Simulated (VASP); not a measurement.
# NbAs (I4_1md) in VASP: settings compared

NbAs is run at these levels: LDA, PBEsol; tasks: single point.

All numbers are computed with VASP 6.6.1; they aren't measurements. Logs are shortened: lines on timing, memory, paths and dates and some standing lists are left out, and cuts for length are marked.

### Step 1. The cell of the first run

The structure is tetragonal, space group I4_1md (No. 109). Conventional cell: a = 3.417 Å, b = 3.417 Å, c = 11.536 Å, α = 90.00°, β = 90.00°, γ = 90.00°. Within 3.5 Å of Nb (site symmetry 2mm) lie 6 As at 2.59 Å and 8 Nb at 3.35 to 3.42 Å. Within 3.5 Å of As (site symmetry 2mm) lie 6 Nb at 2.59 Å and 8 As at 3.35 to 3.42 Å.

### Step 2. Single point, LDA

File INCAR:

```
SYSTEM = NbAs
PREC = Accurate
ENCUT = 520
EDIFF = 1E-6
ISMEAR = -1
SIGMA = 0.1
LREAL = .False.
LASPH = .True.
NELM = 80
ALGO = Normal
ISIF = 2
LWAVE = .False.
LCHARG = .False.
NBANDS = 26
```

File KPOINTS:

```
Automatic mesh
0
Gamma
  9 9 9
  0 0 0
```

File POSCAR:

```
NbAs
1.0
   -1.7086609263      1.7086609263      5.7680017795
    1.7086609263     -1.7086609263      5.7680017795
    1.7086609263      1.7086609263     -5.7680017795
Nb As
2 2
Direct
   -0.0012301990     -0.0012301990      0.0000000000
    0.7487698010      0.2487698010      0.5000000000
    0.4172301990      0.4172301990      0.0000000000
    0.1672301990      0.6672301990      0.5000000000
```

Potentials or basis: VASP PAW LDA potentials, release 64 (Nb_sv, As).

On the command line:

```console
cat potpaw_LDA.64/Nb_sv/POTCAR potpaw_LDA.64/As/POTCAR > POTCAR
mpirun -np 1 vasp_std > vasp.out
```

OUTCAR:

```text
SYSTEM = NbAs
   PREC = Accurate
   ENCUT = 520
   EDIFF = 1E-6
   ISMEAR = -1
   LREAL = .False.
   LASPH = .True.
   NELM = 80
   ISIF = 2

 ion  position               nearest neighbor table
   1  0.999  0.999  0.000-   4 2.59   4 2.59   3 2.59   3 2.59   3 2.59   3 2.59
   2  0.749  0.249  0.500-   3 2.59   3 2.59   4 2.59   4 2.59   4 2.59   4 2.59
   3  0.417  0.417  0.000-   2 2.59   2 2.59   1 2.59   1 2.59   1 2.59   1 2.59
   4  0.167  0.667  0.500-   1 2.59   1 2.59   2 2.59   2 2.59   2 2.59   2 2.59

  LATTYP: Found a body centered tetragonal cell.
 ALAT       =     3.4173218526
 C/A-ratio  =     3.3757439470

  Lattice vectors:

 A1 = (  -1.7086609263,   1.7086609263,   5.7680017795)
 A2 = (   1.7086609263,  -1.7086609263,   5.7680017795)
 A3 = (   1.7086609263,   1.7086609263,  -5.7680017795)

Analysis of symmetry for initial positions (statically):
=====================================================================
 Subroutine PRICEL returns:
 Original cell was already a primitive cell.

 Routine SETGRP: Setting up the symmetry group for a
 body centered tetragonal supercell.

 Subroutine GETGRP returns: Found  8 space group operations
 (whereof  4 operations were pure point group operations)
 out of a pool of 16 trial point group operations.

The static configuration has the point symmetry C_2v.
 The point group associated with its full space group is C_4v.

Analysis of symmetry for dynamics (positions and initial velocities):
=====================================================================
 Subroutine PRICEL returns:
 Original cell was already a primitive cell.

 Routine SETGRP: Setting up the symmetry group for a
 body centered tetragonal supercell.

 Subroutine GETGRP returns: Found  8 space group operations
 (whereof  4 operations were pure point group operations)
 out of a pool of 16 trial point group operations.

The dynamic configuration has the point symmetry C_2v.
 The point group associated with its full space group is C_4v.

 Subroutine INISYM returns: Found  8 space group operations
 (whereof  4 operations are pure point group operations),
 and found     1 'primitive' translations

----------------------------------------------------------------------------------------

                                     Primitive cell

  volume of cell :      67.3592

  direct lattice vectors                    reciprocal lattice vectors
    -1.708660926  1.708660926  5.768001779     0.000000000  0.292626812  0.086685133
     1.708660926 -1.708660926  5.768001779     0.292626812  0.000000000  0.086685133
     1.708660926  1.708660926 -5.768001779     0.292626812  0.292626812  0.000000000

  length of vectors
     6.253710007  6.253710007  6.253710007     0.305196270  0.305196270  0.413836807

  position of ions in fractional coordinates (direct lattice)
     0.998769801  0.998769801  0.000000000
     0.748769801  0.248769801  0.500000000
     0.417230199  0.417230199  0.000000000
     0.167230199  0.667230199  0.500000000

  ion indices of the primitive-cell ions
   primitive index   ion index
                 1           1
                 2           2
                 3           3
                 4           4

----------------------------------------------------------------------------------------

 KPOINTS: Automatic mesh

Automatic generation of k-mesh.
 Grid dimensions read from file:
 generate k-points for:    9    9    9

 Generating k-lattice:

  Cartesian coordinates                     Fractional coordinates (reciprocal lattice)
     0.000000000  0.032514090  0.009631681     0.111111111  0.000000000  0.000000000
     0.032514090  0.000000000  0.009631681     0.000000000  0.111111111  0.000000000
     0.032514090  0.032514090  0.000000000     0.000000000  0.000000000  0.111111111

  Length of vectors
     0.033910697  0.033910697  0.045981867

  Shift w.r.t. Gamma in fractional coordinates (k-lattice)
     0.000000000  0.000000000  0.000000000

 Subroutine IBZKPT returns following result:
 ===========================================

 Found     75 irreducible k-points:

 Following reciprocal coordinates:
            Coordinates               Weight
  0.000000  0.000000  0.000000      1.000000
  0.111111  0.000000 -0.000000      8.000000
  0.222222  0.000000  0.000000      8.000000
  0.333333  0.000000 -0.000000      8.000000
  0.444444  0.000000  0.000000      8.000000
  0.111111  0.111111 -0.000000      8.000000
[... 16 lines left out ...]
 -0.333333  0.333333  0.000000      4.000000
  0.444444  0.444444 -0.000000      8.000000
 [... further k-points ...]
   k-points           NKPTS =     75   k-points in BZ     NKDIM =     75   number of bands    NBANDS=     26
   number of dos      NEDOS =    301   number of ions     NIONS =      4
   total plane-waves  NPLWV = 110592
   dimension x,y,z NGX =    48 NGY =   48 NGZ =   48
   dimension x,y,z NGXF=    96 NGYF=   96 NGZF=   96
   ions per type =               2   2
   NGX,Y,Z   is equivalent  to a cutoff of  12.76, 12.76, 12.76 a.u.
   NGXF,Y,Z  is equivalent  to a cutoff of  25.52, 25.52, 25.52 a.u.
 SYSTEM =  NbAs
   PREC   = accura    normal or accurate (medium, high low for compatibility)
   ISTART =      0    job   : 0-new  1-cont  2-samecut
   ICHARG =      2    charge: 1-file 2-atom 10-const
   ISPIN  =      1    spin polarized calculation?
   LNONCOLLINEAR =      F non collinear calculations
   LSORBIT =      F    spin-orbit coupling
   LASPH  =      T    aspherical Exc in radial PAW
   ENCUT  =  520.0 eV  38.22 Ry    6.18 a.u.  11.63 11.63 11.63*2*pi/ulx,y,z
   NELM   =     80;   NELMIN=  2; NELMDL= -5     # of ELM steps
   EDIFF  = 0.1E-05   stopping-criterion for ELM
   LREAL  =      F    real-space projection
[... 7 lines left out ...]
   TEBEG  =    0.0;   TEEND  =   0.0 temperature during run
   PSTRESS=    0.0 pullay stress
   NELECT =      36.0000    total number of electrons
   NUPDOWN=      -1.0000    fix difference up-down
   EMIN   =  10.00;   EMAX   =-10.00  energy-range for DOS
   EFERMI =   0.00;   METHOD = LEGACY
   ISMEAR =    -1;   SIGMA  =   0.10  broadening in eV -4-tet -1-fermi 0-gaus
   EFERMI_NEDOS =   21; number of points for ismear=-14 and -15
   IALGO  =     38    algorithm
   IMIX   =      4    mixing-type and parameters
     AMIX     =   0.40;   BMIX     =  1.00
     AMIX_MAG =   1.60;   BMIX_MAG =  1.00
  volume/ion in A,a.u.               =      16.84       113.64
  Fermi-wavevector in a.u.,A,eV,Ry     =   1.328546  2.510588 24.014754  1.765035
  Thomas-Fermi vector in A             =   2.457775
   LORBIT       =      0    0 simple, 1 ext, 2 COOP (PROOUT), +10 PAW based schemes
   GGA     = CA    functional components
   LHFCALC =     F    Hartree Fock is set to
   AEXX    =    0.0000 exact exchange contribution
   IVDW    =     0    specifies the selected vdW correction
   LEPSILON=     F    determine dielectric tensor
   LRPA    =     F    only Hartree local field effects (RPA)
 non-spin polarized calculation
  energy-cutoff  :      520.00
  volume of cell :       67.36
 maximum number of plane-waves:      1833
   NGX = 23   NGY = 23   NGZ = 23

 number of electron      36.0000000 magnetization

 Free energy of the ion-electron system (eV)
  ---------------------------------------------------
  ext. energy  EPLUGINS =         0.00000000
  ---------------------------------------------------
  free energy    TOTEN  =       -36.38428648 eV

  energy without entropy =      -36.35257595  energy(sigma->0) =      -36.36843121

 E-fermi :   9.9711     XC(G=0): -12.1751

 val. band max:        9.9329868626   @ k =  -0.1111  -0.4444   0.1111
 cond. band min:      10.0306387126   @ k =  -0.3333   0.4444   0.3333
 fundamental gap:      0.0976518500
 Fermi energy:         9.9711078292

 k-point     1 :       0.0000    0.0000    0.0000
  band No.  band energies     occupation
      1     -44.7426      2.00000
      2     -44.7079      2.00000
      3     -21.1679      2.00000
      4     -21.0325      2.00000
      5     -21.0325      2.00000
      6     -20.8690      2.00000
[... 18 lines left out ...]
     25      14.0334      0.00000
     26      14.0369      0.00000

 k-point     2 :       0.1111    0.0000   -0.0000
  band No.  band energies     occupation
      1     -44.7402      2.00000
      2     -44.7070      2.00000
      3     -21.1585      2.00000
      4     -21.0599      2.00000
      5     -21.0299      2.00000
      6     -20.8963      2.00000
[... 18 lines left out ...]
     25      14.2750      0.00000
     26      14.5527      0.00000

 k-point     3 :       0.2222    0.0000    0.0000
  band No.  band energies     occupation
      1     -44.7337      2.00000
      2     -44.7050      2.00000
      3     -21.1603      2.00000
      4     -21.1021      2.00000
      5     -21.0232      2.00000
      6     -20.9600      2.00000
[... 18 lines left out ...]
     25      14.5943      0.00000
     26      15.5852      0.00000

 k-point     4 :       0.3333    0.0000   -0.0000
  band No.  band energies     occupation
      1     -44.7259      2.00000
      2     -44.7032      2.00000
      3     -21.2307      2.00000
      4     -21.0885      2.00000
      5     -21.0160      2.00000
      6     -21.0155      2.00000
[... 18 lines left out ...]
     25      14.5147      0.00000
     26      16.3216      0.00000
[... 496 lines left out ...]
      1     -44.7065      2.00000
      2     -44.6952      2.00000
      3     -21.2485      2.00000
      4     -21.1903      2.00000
      5     -21.0620      2.00000
      6     -21.0168      2.00000
[... 18 lines left out ...]
     25      15.2546      0.00000
     26      15.7054      0.00000

 k-point    23 :      -0.3333    0.3333    0.0000
  band No.  band energies     occupation
      1     -44.7125      2.00000
      2     -44.6954      2.00000
      3     -21.1989      2.00000
      4     -21.1985      2.00000
      5     -21.0406      2.00000
      6     -21.0180      2.00000
[... 18 lines left out ...]
     25      14.9330      0.00000
     26      16.1597      0.00000

 k-point    24 :       0.4444    0.4444   -0.0000
  band No.  band energies     occupation
      1     -44.6983      2.00000
      2     -44.6972      2.00000
      3     -21.2395      2.00000
      4     -21.2387      2.00000
      5     -21.0525      2.00000
      6     -21.0512      2.00000
[... 18 lines left out ...]
     25      15.7169      0.00000
     26      15.9313      0.00000

 [... further k-points ...]

------------------------ aborting loop because EDIFF is reached ----------------------------------------

  FORCE on cell =-STRESS in cart. coord.  units (eV):
  Direction    XX          YY          ZZ          XY          YZ          ZX
  --------------------------------------------------------------------------------------
  -------------------------------------------------------------------------------------
  Total        0.1809417      0.1809417      0.1307714      0.0000000      0.0000000      0.0000000
  in kB        4.3037994      4.3037994      3.1104707      0.0000000      0.0000000      0.0000000
  external PRESSURE =       3.9060232 kB  Pullay stress =       0.0000000 kB

 VOLUME and BASIS-vectors are now :
 -----------------------------------------------------------------------------
  energy-cutoff  :      520.00
  volume of cell :       67.36
      direct lattice vectors                 reciprocal lattice vectors
    -1.708660926  1.708660926  5.768001779     0.000000000  0.292626812  0.086685133
     1.708660926 -1.708660926  5.768001779     0.292626812  0.000000000  0.086685133
     1.708660926  1.708660926 -5.768001779     0.292626812  0.292626812  0.000000000

 POSITION                                       TOTAL-FORCE (eV/Angst)
 -----------------------------------------------------------------------------------
      0.00000      0.00000     11.52181         0.000000      0.000000     -0.001263
      0.00000      1.70866      2.86981         0.000000      0.000000     -0.001263
      0.00000      0.00000      4.81317        -0.000000     -0.000000      0.001263
      1.70866      0.00000      1.92917        -0.000000     -0.000000      0.001263
 -----------------------------------------------------------------------------------
    total drift:                                0.000000      0.000000     -0.000392

  FREE ENERGIE OF THE ION-ELECTRON SYSTEM (eV)
  ---------------------------------------------------
  free  energy   TOTEN  =       -36.3842864770 eV

  energy  without entropy=      -36.3525759483  energy(sigma->0) =      -36.36843121
```

Run time: 7 min. Hardware: 1 thread of Intel Xeon 8259CL, shared host; peak memory 0.32 GiB.

What came out:

- Free energy: -36.3843 eV
- Pressure: 0.4 GPa
- Band gap on the k mesh: 0.01 eV (least direct gap 0.08 eV)

Caveat: the smearing spreads over this small gap.

### Step 3. Single point, PBEsol

This run uses another cell than the first one, of 17.15 Å³/atom.

File INCAR:

```
  PREC = Accurate
  ENCUT = 520
  EDIFF = 1E-7
  ISMEAR = -1
  SIGMA = 0.1
  LREAL = F
  LASPH = T
  NELM = 60
  ALGO = Normal
  ISIF = 2
  LWAVE = F
  LCHARG = F
  GGA = PS
  NBANDS = 26
```

File KPOINTS:

```
regular mesh
0
Gamma
  9 9 9
```

File POSCAR:

```
NbAs
1.0
   -1.7196129653      1.7196129653      5.7994192800
    1.7196129653     -1.7196129653      5.7994192800
    1.7196129653      1.7196129653     -5.7994192800
Nb As
2 2
Direct
   -0.0012161895     -0.0012161895      0.0000000000
    0.7487838105      0.2487838105      0.5000000000
    0.4172161895      0.4172161895      0.0000000000
    0.1672161895      0.6672161895      0.5000000000
```

Potentials or basis: VASP PAW PBE potentials, release 64 (Nb_sv, As).

On the command line:

```console
cat potpaw_PBE.64/Nb_sv/POTCAR potpaw_PBE.64/As/POTCAR > POTCAR
mpirun -np 1 vasp_std > vasp.out
```

Wall time 9 min (1 thread of Intel Xeon 8259CL, shared host); peak memory 0.39 GiB.

The run converged. Its results:

- Free energy: -35.1300 eV
- Pressure: 0.2 GPa
- Largest force: 0.007 eV/Å
- Band gap on the k mesh: 0.01 eV (least direct gap 0.08 eV)

Forces on the atoms (eV/Å):
```
Nb   0.000  0.000 -0.007
Nb   0.000  0.000 -0.007
As   0.000  0.000  0.007
As   0.000  0.000  0.007
```

Levels at points of the mesh, in eV from the valence-band top:
```tsv
k point	band 15	band 16	band 17	band 18	band 19	band 20	band 21	band 22
(0.00, 0.00, 0.00)	-2.15	-1.76	-1.43	-1.43	0.66	1.25	2.47	3.00
```

Caveat: the smearing spreads over this small gap; the PAW data sets were made with another functional, which shifts forces and pressure a little. A k mesh can miss the band edges.

The gap in the log of VASP goes by the Fermi energy; the results here count the filled bands.